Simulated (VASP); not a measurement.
Write the native input for VASP 6.6.1 that does the following.

```
Task                   : single point
Functional             : LDA
Potentials or basis    : VASP PAW LDA potentials, release 64 (Ti_sv)
Cutoff                 : 520 eV
k mesh                 : 11 × 11 × 11
Occupations            : gaussian, width 0.1 eV
Spin                   : collinear spin, ferromagnetic start
Starting moments       : [1.0] μB
Dipole correction      : no
Further INCAR settings : ALGO = Normal; EDIFF = 1e-06; NBANDS = 16
```

The structure of Ti lies in POSCAR:

```
Ti
1.0
    0.0000000000      2.0025642044      2.0025642044
    2.0025642044      0.0000000000      2.0025642044
    2.0025642044      2.0025642044      0.0000000000
Ti
1
Direct
    0.0000000000      0.0000000000      0.0000000000
```

These files were run (other wordings do the same):

INCAR

```
ALGO = Normal
EDIFF = 1E-6
ENCUT = 520
GGA = CA
ISIF = 2
ISMEAR = 0
ISPIN = 2
LASPH = T
LCHARG = F
LMAXMIX = 4
LORBIT = 11
LREAL = F
LWAVE = F
MAGMOM = 1
NBANDS = 16
NELM = 150
PREC = Accurate
SIGMA = 0.1
```

KPOINTS

```
k-points
0
Gamma
  11 11 11
```

Potentials or basis: VASP PAW LDA potentials, release 64 (Ti_sv).

Run with:

```console
$ cat potpaw_LDA.64/Ti_sv/POTCAR > POTCAR
$ mpirun -np 1 vasp_std > vasp.out
```

Results of the run:

| Property | Result |
| --- | --- |
| Pressure | -0.7 GPa |
| Band gap on the k mesh | zero (filled and empty bands overlap) |
| Net moment | 0.00 μB per cell |
| Valence electrons inside the program's atomic spheres | Ti 10.38 |

Wall time 16 s on 1 thread of Intel Xeon 6975P-C, with other jobs on the host, peak memory 0.15 GiB.
